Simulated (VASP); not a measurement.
A run of VASP 6.6.1:

INCAR

```
PREC = Accurate
ENCUT = 600
EDIFF = 1E-7
ISMEAR = 0
SIGMA = 0.1
LREAL = F
LASPH = T
NELM = 80
ALGO = Normal
ISIF = 3
LWAVE = F
LCHARG = F
GGA = PE
IBRION = 2
NSW = 100
EDIFFG = -0.01
```

KPOINTS

```
regular mesh
0
Gamma
  12 12 6
```

The input POSCAR:

```
Cd2HgO3
1.0
    3.4041279307      0.0000000000      0.0000000000
   -1.7020639653      2.9480612657      0.0000000000
    0.0000000000      0.0000000000      8.3737293243
Cd Hg O
2 1 3
Direct
    0.3333333333      0.6666666667      0.6629866477
    0.6666666667      0.3333333333      0.3370133523
    0.0000000000      0.0000000000      0.0000000000
    0.6666666667      0.3333333333      0.8217772511
    0.0000000000      0.0000000000      0.5000000000
    0.3333333333      0.6666666667      0.1782227489
```

Potentials or basis: VASP PAW PBE potentials, release 64 (Cd, Hg, O).

Command:

```sh
$ cat potpaw_PBE.64/Cd/POTCAR potpaw_PBE.64/Hg/POTCAR potpaw_PBE.64/O/POTCAR > POTCAR
$ mpirun -np 1 vasp_std > vasp.out
```

Hardware: 1 thread of Intel Xeon 8259CL, on a shared host.

Question: How long does it take, and how much memory?

Answer: It took 24 min on 1 thread of Intel Xeon 8259CL, with other jobs on the host, peak memory 0.47 GiB. Counts: scf iterations 34, k points 100, ion steps 3.
